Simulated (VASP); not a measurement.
Wanted: the native input for a VASP 6.6.1 run.

| Item | Value |
| --- | --- |
| Task | single point |
| Functional | revPBE |
| Potentials or basis | VASP PAW PBE potentials, release 64 (Ca_sv) |
| Cutoff | 520 eV |
| k mesh | 16 × 16 × 16 |
| Occupations | fermi-dirac, width 0.1 eV |
| Spin | no spin polarisation |
| Dipole correction | no |
| Further INCAR settings | ALGO = Normal; EDIFF = 1e-07; NBANDS = 11 |

The structure of Ca lies in POSCAR:

```
Ca
1.0
    0.0000000000      2.7626528071      2.7626528071
    2.7626528071      0.0000000000      2.7626528071
    2.7626528071      2.7626528071      0.0000000000
Ca
1
Direct
    0.0000000000      0.0000000000      0.0000000000
```

This cell differs from its parent crystal: volume scaled by 0.96.

The input as run:

INCAR

```
PREC = Accurate ; ENCUT = 520
EDIFF = 1E-7 ; ISMEAR = -1
SIGMA = 0.1 ; LREAL = F
LASPH = T ; NELM = 80
ALGO = Normal ; ISIF = 2
LWAVE = F ; LCHARG = F
GGA = RE ; NBANDS = 11
```

KPOINTS

```
Automatic mesh
0
Gamma
  16 16 16
```

Potentials or basis: VASP PAW PBE potentials, release 64 (Ca_sv).

Launch:

```sh
$ cat potpaw_PBE.64/Ca_sv/POTCAR > POTCAR
$ mpirun -np 1 vasp_std > vasp.out
```

It gave:

```json
{"Pressure": "0.7 GPa", "Band gap on the k mesh": "zero (band 5 reaches 2.25 eV, above the bottom of band 6 at 1.87 eV)"}
```

Caveat: the PAW data sets were made with another functional, which shifts forces and pressure a little.

Run time: 40 s on 1 thread of Intel(R) Xeon(R) Platinum 8559C (Emerald Rapids), on a shared host, peak memory 0.21 GiB.
